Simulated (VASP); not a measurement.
# Al2Au (Fm-3m) in VASP: a series of runs

The runs below take Al2Au through relaxation of cell and atoms, with PBEsol, LDA, r2SCAN.

Everything below comes from runs of VASP 6.6.1. Logs are shortened: lines on timing, memory, paths and dates and some standing lists are left out, and cuts for length are marked.

## (1) The cell of the first run

It takes space group Fm-3m (No. 225, cubic). Conventional cell: a = 6.000 Å, b = 6.000 Å, c = 6.000 Å, α = 90.00°, β = 90.00°, γ = 90.00°. Al (site symmetry -43m) has 4 Au at 2.60 Å and 6 Al at 3.00 Å within 3.4 Å. Within 3.4 Å of Au (site symmetry m-3m) lie 8 Al at 2.60 Å.

## (2) Relaxation of cell and atoms, PBEsol

INCAR

```
SYSTEM = Al2Au
ALGO     = Normal         ! electronic algorithm
EDIFF    = 1E-7           ! SCF threshold, eV
EDIFFG   = -0.01          ! ionic threshold
ENCUT    = 600            ! plane-wave cutoff, eV
GGA      = PS             ! functional
IBRION   = 2              ! ionic algorithm
ISIF     = 3              ! what is computed and relaxed
ISMEAR   = -1             ! smearing method
LASPH    = .TRUE.         ! aspherical terms in the spheres
LCHARG   = .FALSE.        ! write CHGCAR
LREAL    = .FALSE.        ! projectors in reciprocal space
LWAVE    = .FALSE.        ! write WAVECAR
NELM     = 60             ! most SCF steps
NSW      = 80             ! ionic steps
PREC     = Accurate       ! precision mode
SIGMA    = 0.1            ! smearing width, eV
```

KPOINTS

```
k-points
0
G
  9 9 9
  0 0 0
```

POSCAR

```
Al2Au
1.0
    0.0000000000      3.0000000000      3.0000000000
    3.0000000000      0.0000000000      3.0000000000
    3.0000000000      3.0000000000      0.0000000000
Al Au
2 1
Direct
    0.2500000000      0.2500000000      0.2500000000
    0.7500000000      0.7500000000      0.7500000000
    0.0000000000      0.0000000000      0.0000000000
```

Potentials or basis: VASP PAW PBE potentials, release 64 (Al, Au).

Run with:

```console
> cat potpaw_PBE.64/Al/POTCAR potpaw_PBE.64/Au/POTCAR > POTCAR
> mpirun -np 1 vasp_std > vasp.out
```

OUTCAR:

```text
SYSTEM = Al2Au
   EDIFF = 1E-7
   EDIFFG = -0.01
   ENCUT = 600
   GGA = PS
   IBRION = 2
   ISIF = 3
   ISMEAR = -1
   LASPH = .TRUE.
   LREAL = .FALSE.
   NELM = 60
   NSW = 80
   PREC = Accurate

 ion  position               nearest neighbor table
   1  0.250  0.250  0.250-   3 2.60   3 2.60   3 2.60   3 2.60   2 3.00   2 3.00   2 3.00   2 3.00
                             2 3.00   2 3.00
   2  0.750  0.750  0.750-   3 2.60   3 2.60   3 2.60   3 2.60   1 3.00   1 3.00   1 3.00   1 3.00
                             1 3.00   1 3.00
   3  0.000  0.000  0.000-   2 2.60   2 2.60   2 2.60   1 2.60   2 2.60   1 2.60   1 2.60   1 2.60

  LATTYP: Found a face centered cubic cell.
 ALAT       =     6.0000000000

  Lattice vectors:

 A1 = (   0.0000000000,   3.0000000000,   3.0000000000)
 A2 = (   3.0000000000,   0.0000000000,   3.0000000000)
 A3 = (   3.0000000000,   3.0000000000,   0.0000000000)

Analysis of symmetry for initial positions (statically):
=====================================================================
 Subroutine PRICEL returns:
 Original cell was already a primitive cell.

 Routine SETGRP: Setting up the symmetry group for a
 face centered cubic supercell.

 Subroutine GETGRP returns: Found 48 space group operations
 (whereof 48 operations were pure point group operations)
 out of a pool of 48 trial point group operations.

The static configuration has the point symmetry O_h .

Analysis of symmetry for dynamics (positions and initial velocities):
=====================================================================
 Subroutine PRICEL returns:
 Original cell was already a primitive cell.

 Routine SETGRP: Setting up the symmetry group for a
 face centered cubic supercell.

 Subroutine GETGRP returns: Found 48 space group operations
 (whereof 48 operations were pure point group operations)
 out of a pool of 48 trial point group operations.

The dynamic configuration has the point symmetry O_h .

 Subroutine INISYM returns: Found 48 space group operations
 (whereof 48 operations are pure point group operations),
 and found     1 'primitive' translations

----------------------------------------------------------------------------------------

                                     Primitive cell

  volume of cell :      54.0000

  direct lattice vectors                    reciprocal lattice vectors
     0.000000000  3.000000000  3.000000000    -0.166666667  0.166666667  0.166666667
     3.000000000  0.000000000  3.000000000     0.166666667 -0.166666667  0.166666667
     3.000000000  3.000000000  0.000000000     0.166666667  0.166666667 -0.166666667

  length of vectors
     4.242640687  4.242640687  4.242640687     0.288675135  0.288675135  0.288675135

  position of ions in fractional coordinates (direct lattice)
     0.250000000  0.250000000  0.250000000
     0.750000000  0.750000000  0.750000000
     0.000000000  0.000000000  0.000000000

  ion indices of the primitive-cell ions
   primitive index   ion index
                 1           1
                 2           2
                 3           3

----------------------------------------------------------------------------------------

 KPOINTS: k-points

Automatic generation of k-mesh.
 Grid dimensions read from file:
 generate k-points for:    9    9    9

 Generating k-lattice:

  Cartesian coordinates                     Fractional coordinates (reciprocal lattice)
    -0.018518519  0.018518519  0.018518519     0.111111111  0.000000000  0.000000000
     0.018518519 -0.018518519  0.018518519     0.000000000  0.111111111  0.000000000
     0.018518519  0.018518519 -0.018518519     0.000000000  0.000000000  0.111111111

  Length of vectors
     0.032075015  0.032075015  0.032075015

  Shift w.r.t. Gamma in fractional coordinates (k-lattice)
     0.000000000  0.000000000  0.000000000

 Subroutine IBZKPT returns following result:
 ===========================================

 Found     35 irreducible k-points:

 Following reciprocal coordinates:
            Coordinates               Weight
  0.000000  0.000000  0.000000      1.000000
  0.111111  0.000000  0.000000      8.000000
  0.222222  0.000000  0.000000      8.000000
  0.333333  0.000000  0.000000      8.000000
  0.444444  0.000000  0.000000      8.000000
  0.111111  0.111111  0.000000      6.000000
[... 16 lines left out ...]
 -0.333333  0.333333  0.000000     12.000000
  0.444444  0.444444  0.000000      6.000000
 [... further k-points ...]
   k-points           NKPTS =     35   k-points in BZ     NKDIM =     35   number of bands    NBANDS=     12
   number of dos      NEDOS =    301   number of ions     NIONS =      3
   total plane-waves  NPLWV =  46656
   dimension x,y,z NGX =    36 NGY =   36 NGZ =   36
   dimension x,y,z NGXF=    72 NGYF=   72 NGZF=   72
   ions per type =               2   1
   NGX,Y,Z   is equivalent  to a cutoff of  14.11, 14.11, 14.11 a.u.
   NGXF,Y,Z  is equivalent  to a cutoff of  28.21, 28.21, 28.21 a.u.
 SYSTEM =  Al2Au
   PREC   = accura    normal or accurate (medium, high low for compatibility)
   ISTART =      0    job   : 0-new  1-cont  2-samecut
   ICHARG =      2    charge: 1-file 2-atom 10-const
   ISPIN  =      1    spin polarized calculation?
   LNONCOLLINEAR =      F non collinear calculations
   LSORBIT =      F    spin-orbit coupling
   LASPH  =      T    aspherical Exc in radial PAW
   ENCUT  =  600.0 eV  44.10 Ry    6.64 a.u.   8.47  8.47  8.47*2*pi/ulx,y,z
   NELM   =     60;   NELMIN=  2; NELMDL= -5     # of ELM steps
   EDIFF  = 0.1E-06   stopping-criterion for ELM
   LREAL  =      F    real-space projection
   EDIFFG = -.1E-01   stopping-criterion for IOM
   NSW    =     80    number of steps for IOM
   IBRION =      2    ionic relax: 0-MD 1-quasi-New 2-CG
   NFREE  =      1    steps in history (QN), initial steepest desc. (CG)
   ISIF   =      3    stress and relaxation
   ISYM   =      2    0-nonsym 1-usesym 2-fastsym
   POTIM  = 0.5000    time-step for ionic-motion
   TEBEG  =    0.0;   TEEND  =   0.0 temperature during run
   PSTRESS=    0.0 pullay stress
   NELECT =      17.0000    total number of electrons
   NUPDOWN=      -1.0000    fix difference up-down
   EMIN   =  10.00;   EMAX   =-10.00  energy-range for DOS
   EFERMI =   0.00;   METHOD = LEGACY
   ISMEAR =    -1;   SIGMA  =   0.10  broadening in eV -4-tet -1-fermi 0-gaus
   EFERMI_NEDOS =   21; number of points for ismear=-14 and -15
   IALGO  =     38    algorithm
   IMIX   =      4    mixing-type and parameters
     AMIX     =   0.40;   BMIX     =  1.00
     AMIX_MAG =   1.60;   BMIX_MAG =  1.00
  volume/ion in A,a.u.               =      18.00       121.47
  Fermi-wavevector in a.u.,A,eV,Ry     =   1.113679  2.104547 16.875035  1.240280
  Thomas-Fermi vector in A             =   2.250266
   LORBIT       =      0    0 simple, 1 ext, 2 COOP (PROOUT), +10 PAW based schemes
   GGA     = PS    functional components
   LHFCALC =     F    Hartree Fock is set to
   AEXX    =    0.0000 exact exchange contribution
   IVDW    =     0    specifies the selected vdW correction
   LEPSILON=     F    determine dielectric tensor
   LRPA    =     F    only Hartree local field effects (RPA)
 conjugate gradient relaxation of ions
 non-spin polarized calculation
  energy-cutoff  :      600.00
  volume of cell :       54.00
 maximum number of plane-waves:      1823
 NGX is ok and might be reduce to    36
   NGX = 17   NGY = 17   NGZ = 17

 number of electron      17.0000001 magnetization

 Free energy of the ion-electron system (eV)
  ---------------------------------------------------
  ext. energy  EPLUGINS =         0.00000000
  ---------------------------------------------------
  free energy    TOTEN  =       -13.49075016 eV

  energy without entropy =      -13.45760614  energy(sigma->0) =      -13.47417815

 E-fermi :   7.6990     XC(G=0): -10.6393

 val. band max:        7.6500706804   @ k =  -0.3333   0.2222   0.0000
 cond. band min:       7.7315347141   @ k =   0.4444   0.2222   0.1111
 fundamental gap:      0.0814640337
 Fermi energy:         7.6990254287

 k-point     1 :       0.0000    0.0000    0.0000
  band No.  band energies     occupation
      1      -2.8739      2.00000
      2       1.0850      2.00000
      3       1.0850      2.00000
      4       1.0850      2.00000
      5       2.0460      2.00000
      6       2.0460      2.00000
      7       9.9631      0.00000
      8      10.6147      0.00000
      9      10.6147      0.00000
     10      10.6147      0.00000
     11      11.6184      0.00000
     12      11.6184      0.00000

 k-point     2 :       0.1111    0.0000    0.0000
  band No.  band energies     occupation
      1      -2.7121      2.00000
      2       1.0329      2.00000
      3       1.1253      2.00000
      4       1.1253      2.00000
      5       2.0376      2.00000
      6       2.0376      2.00000
      7       8.5387      0.00045
      8      10.0396      0.00000
      9      10.0396      0.00000
     10      10.1709      0.00000
     11      12.2309      0.00000
     12      12.2309      0.00000

 k-point     3 :       0.2222    0.0000    0.0000
  band No.  band energies     occupation
      1      -2.2439      2.00000
      2       0.9205      2.00000
      3       1.2179      2.00000
      4       1.2179      2.00000
      5       2.0366      2.00000
      6       2.0366      2.00000
      7       6.2060      2.00000
      8       9.2241      0.00000
      9       9.2241      0.00000
     10      10.4195      0.00000
     11      12.1560      0.00000
     12      12.1560      0.00000
[... 286 lines left out ...]
 k-point    23 :      -0.3333    0.3333    0.0000
  band No.  band energies     occupation
      1       0.0559      2.00000
      2       0.7827      2.00000
      3       1.3727      2.00000
      4       1.7036      2.00000
      5       1.8825      2.00000
      6       2.0505      2.00000
      7       3.6649      2.00000
      8       4.0147      2.00000
      9       6.8264      1.99968
     10       9.7184      0.00000
     11      13.1779      0.00000
     12      13.2457      0.00000

 k-point    24 :       0.4444    0.4444    0.0000
  band No.  band energies     occupation
      1       0.2565      2.00000
      2       0.4050      2.00000
      3       1.4945      2.00000
      4       1.8556      2.00000
      5       1.8556      2.00000
      6       2.3417      2.00000
      7       3.0489      2.00000
      8       5.6735      2.00000
      9       5.6735      2.00000
     10       8.9891      0.00000
     11       9.7549      0.00000
     12      15.3641      0.00000

 [... further k-points ...]
[... 5 lines left out ...]
  --------------------------------------------------------------------------------------
  -------------------------------------------------------------------------------------
  Total        0.0189965      0.0189965      0.0189965      0.0000000      0.0000000      0.0000000
  in kB        0.5636246      0.5636246      0.5636246      0.0000000      0.0000000      0.0000000
  external PRESSURE =       0.5636246 kB  Pullay stress =       0.0000000 kB

 VOLUME and BASIS-vectors are now :
 -----------------------------------------------------------------------------
  energy-cutoff  :      600.00
  volume of cell :       54.00
      direct lattice vectors                 reciprocal lattice vectors
     0.000000000  3.000000000  3.000000000    -0.166666667  0.166666667  0.166666667
     3.000000000  0.000000000  3.000000000     0.166666667 -0.166666667  0.166666667
     3.000000000  3.000000000  0.000000000     0.166666667  0.166666667 -0.166666667

 POSITION                                       TOTAL-FORCE (eV/Angst)
 -----------------------------------------------------------------------------------
      1.50000      1.50000      1.50000        -0.000000     -0.000000     -0.000000
      4.50000      4.50000      4.50000         0.000000      0.000000     -0.000000
      0.00000      0.00000      0.00000        -0.000000     -0.000000      0.000000
 -----------------------------------------------------------------------------------
    total drift:                               -0.000000      0.000000      0.000000

  FREE ENERGIE OF THE ION-ELECTRON SYSTEM (eV)
  ---------------------------------------------------
  free  energy   TOTEN  =       -13.4907501603 eV

  energy  without entropy=      -13.4576061405  energy(sigma->0) =      -13.47417815

 reached required accuracy - stopping structural energy minimisation
```

Run time: 28 s. Hardware: 1 thread of Intel Xeon 6975P-C, shared host; peak memory 0.21 GiB.

What came out:

| Quantity | Value |
| --- | --- |
| Free energy | -13.4908 eV |
| Pressure after relaxing | 0.1 GPa |

Final structure:
```xyz
3
Lattice="0.0000 3.0000 3.0000 3.0000 0.0000 3.0000 3.0000 3.0000 0.0000" Properties=species:S:1:pos:R:3 pbc="T T T"
Al    1.5000    1.5000    1.5000
Al    4.5000    4.5000    4.5000
Au    0.0000    0.0000    0.0000
```

Caveat: the relaxation stopped at its first step, so nothing moved; the PAW data sets were made with another functional, which shifts forces and pressure a little; spin-orbit coupling is left out, which moves the levels of the heavy elements.

(Part 1 of 2 ends here.)
